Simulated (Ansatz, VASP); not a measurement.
One calculation of I, two programs

INCAR

```
SYSTEM = I
PREC     = Accurate       ! precision mode
ENCUT    = 520            ! plane-wave cutoff, eV
EDIFF    = 1E-6           ! SCF threshold, eV
ISMEAR   = -1             ! smearing method
SIGMA    = 0.1            ! smearing width, eV
LREAL    = .FALSE.        ! projectors in reciprocal space
LASPH    = .TRUE.         ! aspherical terms in the spheres
NELM     = 100            ! most SCF steps
ALGO     = Normal         ! electronic algorithm
ISIF     = 2              ! what is computed and relaxed
LWAVE    = .FALSE.        ! write WAVECAR
LCHARG   = .FALSE.        ! write CHGCAR
GGA      = PS             ! functional
NBANDS   = 10             ! bands
```

File KPOINTS:

```
Automatic mesh
0
G
  11 11 11
  0 0 0
```

The input POSCAR:

```
I
1.0
    2.5911618003      0.0000000000      0.0000000000
    0.0000000000      2.5911618003      0.0000000000
    0.0000000000      0.0000000000      2.5911618003
I
1
Direct
    0.0000000000      0.0000000000      0.0000000000
```

Input for Ansatz:

```yaml
crystal:
  lattice:
    - [2.5911618003, 0.0, 0.0]
    - [0.0, 2.5911618003, 0.0]
    - [0.0, 0.0, 2.5911618003]
  atoms:
    - { symbol: I, position: [0.0, 0.0, 0.0] }
kpoints:
  mp_grid: { grid: [11, 11, 11] }
scf:
  occupations: { method: fermi_dirac, width: 0.1 }
hamiltonian:
  xc: pbesol
  pseudopotentials: { kind: paw }
output:
  forces: true
  stress: true
  eigenvalues: true
  populations: true
  write_density: true
  write_potential: true
  elf: true
  volumetric_format: npy
```

Change from the starting cell: volume scaled by 0.45, PAW files.

Alike in both runs: task single point; functional PBEsol; k mesh 11 × 11 × 11; occupations fermi-dirac, width 0.1 eV; no spin polarisation.

|  | VASP | Ansatz |
| --- | --- | --- |
| version | VASP 6.6.1 | Ansatz 0.2.0 |
| potentials or method | VASP PAW PBE potentials, release 64 (I) | PAW with Ansatz's default frozen-core files, scalar-relativistic |
| plane-wave cutoff (eV) | 520 | 420 |
| valence electrons in the cell | 7 | 17 |

```csv
,VASP,Ansatz,Ansatz less VASP
pressure (GPa),135.7,134.7,-0.98
```

VASP's potentials were made for PBE, not for PBEsol. Both programs put the cell under a high pressure, so it lies far from rest at this level. With one functional, cell and mesh, what is left measures potentials, basis and numerics. VASP's potentials hold 7 valence electrons a cell and Ansatz's 17, so a difference there can come from the potentials and not from the codes.

Spin-orbit coupling is off throughout. Noted on VASP's run: the cell as given lies far from equilibrium.
